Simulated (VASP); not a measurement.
# V (P6_3/mmc) in VASP: notebook, part 3 of 3

VASP 6.6.1.

### Step 6. Single point, BLYP (14.29 Å³/atom)

File INCAR:

```
SYSTEM = V
PREC     = Accurate       ! precision mode
ENCUT    = 520            ! plane-wave cutoff, eV
EDIFF    = 1E-6           ! SCF threshold, eV
ISMEAR   = -1             ! smearing method
SIGMA    = 0.1            ! smearing width, eV
LREAL    = .False.        ! projectors in reciprocal space
LASPH    = .True.         ! aspherical terms in the spheres
NELM     = 80             ! most SCF steps
ALGO     = Normal         ! electronic algorithm
ISIF     = 2              ! what is computed and relaxed
LWAVE    = .False.        ! write WAVECAR
LCHARG   = .False.        ! write CHGCAR
GGA      = B5             ! functional
ALDAX    = 1.0          
AGGAX    = 1.0          
AGGAC    = 1.0          
ALDAC    = 0.0          
NBANDS   = 20             ! bands
```

File KPOINTS:

```
regular mesh
0
Gamma
  15 15 8
  0 0 0
```

File POSCAR:

```
V
1.0
    2.6244394618      0.0000000000      0.0000000000
   -1.3122197309      2.2728312446      0.0000000000
    0.0000000000      0.0000000000      4.7901729279
V
2
Direct
    0.3333333333      0.6666666667      0.2500000000
    0.6666666667      0.3333333333      0.7500000000
```

Potentials or basis: VASP PAW PBE potentials, release 64 (V_sv).

The run is started by

```sh
> cat potpaw_PBE.64/V_sv/POTCAR > POTCAR
> mpirun -np 1 vasp_std > vasp.out
```

OUTCAR:

```text
SYSTEM = V
   PREC = Accurate
   ENCUT = 520
   EDIFF = 1E-6
   ISMEAR = -1
   LREAL = .False.
   LASPH = .True.
   NELM = 80
   ISIF = 2
   GGA = B5

 ion  position               nearest neighbor table
   1  0.333  0.667  0.250-   2 2.83   2 2.83   2 2.83   2 2.83   2 2.83   2 2.83
   2  0.667  0.333  0.750-   1 2.83   1 2.83   1 2.83   1 2.83   1 2.83   1 2.83

  LATTYP: Found a hexagonal cell.
 ALAT       =     2.6244394618
 C/A-ratio  =     1.8252175360

  Lattice vectors:
[... 741 lines left out ...]

------------------------ aborting loop because EDIFF is reached ----------------------------------------

  FORCE on cell =-STRESS in cart. coord.  units (eV):
  Direction    XX          YY          ZZ          XY          YZ          ZX
  --------------------------------------------------------------------------------------
  -------------------------------------------------------------------------------------
  Total        0.0505619      0.0505619      0.0516603      0.0000000      0.0000000      0.0000000
  in kB        2.8351704      2.8351704      2.8967594      0.0000000      0.0000000      0.0000000
  external PRESSURE =       2.8557001 kB  Pullay stress =       0.0000000 kB

 VOLUME and BASIS-vectors are now :
 -----------------------------------------------------------------------------
  energy-cutoff  :      520.00
  volume of cell :       28.57
      direct lattice vectors                 reciprocal lattice vectors
     2.624439462  0.000000000  0.000000000     0.381033746  0.219989936  0.000000000
    -1.312219731  2.272831245  0.000000000     0.000000000  0.439979872  0.000000000
     0.000000000  0.000000000  4.790172928     0.000000000  0.000000000  0.208760731

 POSITION                                       TOTAL-FORCE (eV/Angst)
 -----------------------------------------------------------------------------------
     -0.00000      1.51522      1.19754        -0.000000     -0.000000      0.000000
      1.31222      0.75761      3.59263         0.000000      0.000000      0.000000
 -----------------------------------------------------------------------------------
    total drift:                                0.000000     -0.000000      0.000000

  FREE ENERGIE OF THE ION-ELECTRON SYSTEM (eV)
  ---------------------------------------------------
  free  energy   TOTEN  =       -15.2916078165 eV

  energy  without entropy=      -15.1701700035  energy(sigma->0) =      -15.23088891
```

OSZICAR:

```text
N       E                     dE             d eps       ncg     rms          rms(c)
DAV:   1     0.332203407034E+03    0.33220E+03   -0.16538E+04  5400   0.152E+03
DAV:   2    -0.785551084818E+01   -0.34006E+03   -0.33433E+03  5588   0.493E+02
DAV:   3    -0.173805045405E+02   -0.95250E+01   -0.93352E+01  5912   0.980E+01
DAV:   4    -0.174738950340E+02   -0.93390E-01   -0.93204E-01  5492   0.994E+00
DAV:   5    -0.174750491006E+02   -0.11541E-02   -0.11541E-02  5744   0.111E+00    0.226E+01
DAV:   6    -0.153326877794E+02    0.21424E+01   -0.99617E+00  5448   0.313E+01    0.229E+00
DAV:   7    -0.153034675644E+02    0.29220E-01   -0.72767E-02  5532   0.301E+00    0.131E+00
DAV:   8    -0.152914025590E+02    0.12065E-01   -0.15517E-02  5496   0.137E+00    0.136E-01
DAV:   9    -0.152915527356E+02   -0.15018E-03   -0.48689E-04  5912   0.252E-01    0.603E-02
DAV:  10    -0.152916071779E+02   -0.54442E-04   -0.66122E-05  6548   0.772E-02    0.228E-02
DAV:  11    -0.152916076873E+02   -0.50939E-06   -0.11548E-05  5072   0.308E-02    0.218E-03
DAV:  12    -0.152916078165E+02   -0.12920E-06   -0.24121E-07  2800   0.493E-03
   1 F= -.15291608E+02 E0= -.15230889E+02  d E =-.121438E+00
```

stdout:

```text
POSCAR found type information on POSCAR V
 POSCAR found :  1 types and       2 ions
 scaLAPACK will be used
 -----------------------------------------------------------------------------
|                                                                             |
|                                                                             |
|     You enforced a specific xc type in the INCAR file but a different       |
|     I HOPE YOU KNOW WHAT YOU ARE DOING!                                     |
|                                                                             |
 -----------------------------------------------------------------------------

 LDA part: xc-table for (Slater(with rela. corr.)+VWN5), standard interpolation
 POSCAR, INCAR and KPOINTS ok, starting setup
 FFT: planning ... GRIDC
 FFT: planning ... GRID_SOFT
 FFT: planning ... GRID
 WAVECAR not read
 entering main loop
```

Wall time 55 s (1 thread of Intel Xeon 8259CL, shared host); peak memory 0.19 GiB.

Results:

| Item | Value |
| --- | --- |
| Free energy | -15.2916 eV |
| Pressure | 0.3 GPa |
| Band gap on the k mesh | zero (bands 13 and 14 overlap by 2.13 eV) |

Caveat: the PAW data sets were made with another functional, which shifts forces and pressure a little.

### Step 7. Overview

| cell | k mesh | gap on the mesh (eV) | pressure (GPa) |
| --- | --- | --- | --- |
| a = 2.624, b = 2.624, c = 4.790 Å, angles 90.0, 90.0, 120.0°, 2 atoms | 13 × 13 × 7 | none | 0.3 |
| a = 2.515, b = 2.515, c = 4.590 Å, angles 90.0, 90.0, 120.0°, 2 atoms | 15 × 15 × 8 | none | 26.3 |
| a = 2.553, b = 2.553, c = 4.659 Å, angles 90.0, 90.0, 120.0°, 2 atoms | 15 × 15 × 8 | none | 15.9 |
| a = 2.589, b = 2.589, c = 4.725 Å, angles 90.0, 90.0, 120.0°, 2 atoms | 15 × 15 × 8 | none | 7.3 |
| a = 2.624, b = 2.624, c = 4.790 Å, angles 90.0, 90.0, 120.0°, 2 atoms | 15 × 15 × 8 | none | 0.3 |

Alike in all rows: task single point; level BLYP; potentials or basis VASP PAW PBE potentials, release 64 (V_sv); no spin polarisation; cutoff (eV) 520; smearing fermi-dirac 0.1 eV.

Caveats: the PAW data sets were made with another functional, which shifts forces and pressure a little; the cell stands under pressure (at least some runs).

Total energies depend on the potentials used, so only differences within one code and one set of settings carry meaning.
